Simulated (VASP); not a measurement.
Crystal: Na4TmSb.

```xyz
6
Lattice="4.4581 0.0000 0.0000 0.0000 4.4581 0.0000 0.0000 0.0000 6.4352" Properties=species:S:1:pos:R:3 pbc="T T T"
Na    2.2290    0.0000    1.7101
Na    2.2290    0.0000    4.7251
Na    0.0000    2.2290    4.7251
Na    0.0000    2.2290    1.7101
Tm    0.0000    0.0000    3.2176
Sb    2.2290    2.2290    0.0000
```

The cell was generated, and may not be a known phase.

| Property | Result |
| --- | --- |
| Program | VASP 6.6.1 |
| Task | relaxation of cell and atoms |
| Functional | PBE |
| Potentials or basis | VASP PAW PBE potentials, release 64 (Na_pv, Tm_3, Sb), 4f in core |
| Cutoff | 500 eV |
| k mesh | 4 × 4 × 4 |
| Occupations | gaussian, width 0.1 eV |
| Spin | no spin polarisation |

At the start: pressure 22.5 GPa; volume 21.32 Å³/atom.

Problem. Where does the relaxation end?

Solution. Over 25 steps the energy falls by 947.3 meV/atom and the volume is 39.31 Å³/atom (+84.4 %); space group P4/mmm (No. 123, to 0.1 Å) before and after.

Step by step:
```tsv
step	energy change (eV)	largest force (eV/Å)	pressure (GPa)	volume (Å³)
1	0.0000	1.4553	22.49	127.90
2	-4.4849	0.8797	3.36	191.67
3	-4.8791	0.7440	1.04	215.99
4	-4.8763	0.5344	-1.35	270.64
5	-4.9879	0.6254	-0.42	242.06
6	-4.9881	0.6368	-0.30	239.28
7	-5.0847	0.5809	-0.26	237.81
8	-5.3009	0.3753	-0.10	233.30
9	-5.3123	0.2260	0.57	223.87
10	-5.3841	0.1419	0.16	228.81
11	-5.3862	0.0853	0.22	227.93
12	-5.4210	0.0634	0.06	231.77
13	-5.4990	0.0108	-0.34	242.99
14	-5.5447	0.0899	-0.93	264.16
15	-5.5486	0.0652	-0.73	257.12
16	-5.5721	0.0710	-0.70	256.38
17	-5.6241	0.0913	-0.60	253.77
18	-5.5794	0.1845	-0.47	246.93
19	-5.6336	0.1185	-0.55	252.31
20	-5.6347	0.1220	-0.54	251.88
21	-5.6494	0.1318	-0.35	247.77
22	-5.6609	0.1539	0.30	235.69
23	-5.6626	0.1478	0.12	238.74
24	-5.6720	0.1114	0.10	237.89
25	-5.6837	0.0330	0.06	235.88
```

Final structure:
```
Na Tm Sb
1.0
     5.10067    0.00000    0.00000
     0.00000    5.10067    0.00000
     0.00000    0.00000    9.06656
Na Tm Sb
4 1 1
Direct
  0.50000 0.00000 0.18717
  0.50000 0.00000 0.81283
  0.00000 0.50000 0.81283
  0.00000 0.50000 0.18717
  0.00000 0.00000 0.50000
  0.50000 0.50000 0.00000
```

Caveat: the volume moved by over 15 % at a fixed basis, so the end points are rough.
